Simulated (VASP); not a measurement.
## HgTe: single point with PBEsol

Crystal: HgTe.

```
Hg Te
1.0
    -3.06577    3.06577    1.56974
     3.06577   -3.06577    1.56974
     3.06577    3.06577   -1.56974
Hg Te
1 1
Direct
  0.75000 0.25000 0.50000
  0.00000 0.00000 0.00000
```

This cell differs from its parent crystal: volume scaled by 1.02.

```json
{"Program": "VASP 6.6.1", "Task": "single point", "Functional": "PBEsol", "Potentials or basis": "VASP PAW PBE potentials, release 64 (Hg, Te)", "Cutoff": "520 eV", "k mesh": "10 × 10 × 10", "Occupations": "fermi-dirac, width 0.05 eV", "Spin": "no spin polarisation", "Dipole correction": "no", "Further INCAR settings": "ALGO = Normal; EDIFF = 1e-06; NBANDS = 16"}
```

| Quantity | Value |
| --- | --- |
| Pressure | -3.9 GPa |
| Band gap on the k mesh | zero (band 9 reaches 5.47 eV, above the bottom of band 10 at 2.18 eV) |

Stress tensor (GPa, compression positive):
```
-5.19  0.00  0.00
 0.00 -5.19  0.00
 0.00  0.00 -1.28
```

Levels at points of the mesh, in eV from the Fermi level:
```csv
k point,band 6,band 7,band 8,band 9,band 10,band 11,band 12,band 13
"(0.00, 0.00, 0.00)",-6.10,-3.44,-2.31,-2.31,3.44,4.63,6.85,6.85
"(0.50, 0.00, 0.00)",-6.08,-4.40,-1.87,-1.01,-0.11,3.18,3.84,5.86
"(0.50, 0.50, 0.00)",-6.05,-5.96,-0.83,1.46,1.99,2.88,3.45,8.79
"(0.50, 0.50, 0.50)",-6.05,-4.30,-4.16,-4.16,3.12,7.33,7.91,7.91
```

Run time: 57 s on 1 thread of Intel(R) Xeon(R) 6975P-C (Granite Rapids), with other jobs on the host, peak memory 0.27 GiB.

Caveat: the PAW data sets were made with another functional, which shifts forces and pressure a little; spin-orbit coupling is left out, which moves the levels of the heavy elements.
